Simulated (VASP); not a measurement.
# Fe: single point with PBE

Fe:

```
Fe
1.0
    -1.51955    1.41578    1.44876
     1.51955   -1.41578    1.44876
     1.51955    1.41578   -1.44876
Fe
1
Direct
  0.00000 0.00000 0.00000
```

This cell differs from its parent crystal: normal strain along x +0.0733, normal strain along z +0.0233.

```
Program                : VASP 6.6.1
Task                   : single point
Functional             : PBE
Potentials or basis    : VASP PAW PBE potentials, release 64 (Fe_sv)
Cutoff                 : 600 eV
k mesh                 : 10 × 10 × 10
Occupations            : gaussian, width 0.15 eV
Spin                   : collinear spin, ferromagnetic start
Starting moments       : [2.44] μB
Dipole correction      : no
Second run             : valence_matched
Further INCAR settings : ALGO = Normal; EDIFF = 1e-06; NBANDS = 18
```

* Pressure: -17.0 GPa
* Net moment: 2.33 μB per cell
* Site moments: Fe +2.35 μB
* Valence electrons inside the program's atomic spheres: Fe 13.70

Stress tensor (GPa, compression positive):
```
-19.16   0.00   0.00
  0.00 -14.65   0.00
  0.00   0.00 -17.09
```

Levels at points of the mesh, in eV from the Fermi level:
Spin up:
```csv
k point,band 6,band 7,band 8,band 9,band 10,band 11,band 12,band 13
"(0.00, 0.00, 0.00)",-2.27,-2.16,-1.99,-1.26,-0.98,22.86,23.71,24.31
"(0.50, 0.00, 0.00)",-3.31,-0.92,-0.77,0.24,0.79,6.94,16.54,17.55
"(0.00, 0.50, 0.00)",-2.90,-1.28,-0.94,0.15,0.25,6.23,18.04,19.60
"(0.50, 0.50, 0.00)",-3.04,-1.24,-0.80,0.17,0.44,6.47,17.54,18.90
"(0.50, 0.50, 0.50)",-4.30,-0.13,-0.01,0.04,7.82,9.50,10.37,13.92
```
Spin down:
| k point | band 5 | band 6 | band 7 | band 8 | band 9 | band 10 |
| --- | --- | --- | --- | --- | --- | --- |
| (0.00, 0.00, 0.00) | -7.83 | -0.27 | -0.10 | 0.21 | 1.52 | 1.98 |
| (0.50, 0.00, 0.00) | -3.10 | -1.52 | 0.84 | 1.90 | 2.11 | 2.62 |
| (0.00, 0.50, 0.00) | -3.18 | -0.96 | 0.28 | 1.37 | 1.98 | 2.59 |
| (0.50, 0.50, 0.00) | -3.15 | -1.15 | 0.47 | 1.50 | 2.07 | 2.59 |
| (0.50, 0.50, 0.50) | -2.50 | -2.39 | 2.33 | 2.34 | 2.35 | 8.04 |

Wall time 53 s on 1 thread of Intel(R) Xeon(R) Platinum 8488C (Sapphire Rapids) (shared host), peak memory 0.17 GiB.

Caveat: the cell differs from its parent crystal (normal strain along x +0.0733, normal strain along z +0.0233).
